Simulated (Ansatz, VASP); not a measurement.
## One calculation of Ta, two programs

INCAR

```
ALGO     = Normal         # electronic algorithm
EDIFF    = 1E-6           # SCF threshold, eV
ENCUT    = 500            # plane-wave cutoff, eV
GGA      = CA             # functional
GGA_COMPAT= False        
ISIF     = 2              # what is computed and relaxed
ISMEAR   = -1             # smearing method
LASPH    = True           # aspherical terms in the spheres
LCHARG   = False          # write CHGCAR
LREAL    = False          # projectors in reciprocal space
LWAVE    = False          # write WAVECAR
NBANDS   = 18             # bands
NELM     = 120            # most SCF steps
PREC     = Accurate       # precision mode
SIGMA    = 0.0816         # smearing width, eV
```

KPOINTS

```
k-points
0
Gamma
  8 8 8
```

The input POSCAR:

```
Ta
1.0
    3.3214398361      0.0000000000      0.0000000000
    0.0000000000      3.3214398361      0.0000000000
    0.0000000000      0.0000000000      3.3214398361
Ta
2
Direct
    0.0000000000      0.0000000000      0.0000000000
    0.5000000000      0.5000000000      0.5000000000
```

Input for Ansatz:

```yaml
crystal:
  lattice:
    - [3.3214398361, 0.0, 0.0]
    - [0.0, 3.3214398361, 0.0]
    - [0.0, 0.0, 3.3214398361]
  atoms:
    - { symbol: Ta, position: [0.0, 0.0, 0.0] }
    - { symbol: Ta, position: [0.5, 0.5, 0.5] }
kpoints:
  mp_grid: { grid: [8, 8, 8] }
scf:
  occupations: { method: fermi_dirac, width: 0.0816 }
hamiltonian:
  xc: lda
  pseudopotentials: { kind: all_electron, lapw: { basis_error: 0.001 } }
output:
  forces: true
  stress: true
  eigenvalues: true
```

Alike in both runs: task single point; functional LDA; k mesh 8 × 8 × 8; occupations fermi-dirac, width 0.0816 eV; no spin polarisation.

|  | VASP | Ansatz |
| --- | --- | --- |
| version | VASP 6.6.1 | Ansatz 0.2.0 |
| potentials or method | VASP PAW LDA potentials, release 64 (Ta_pv), cutoff 500 eV | all-electron LAPW, scalar-relativistic |

|  | VASP | Ansatz | Ansatz less VASP |
| --- | --- | --- | --- |
| pressure (GPa) | -11.3 | -12.0 | -0.70 |

LDA's correlation is that of Perdew and Zunger in VASP and of Perdew and Wang (1992) in Ansatz. Ansatz ran all-electron here, and VASP with PAW potentials.

Neither program's run includes spin-orbit coupling.
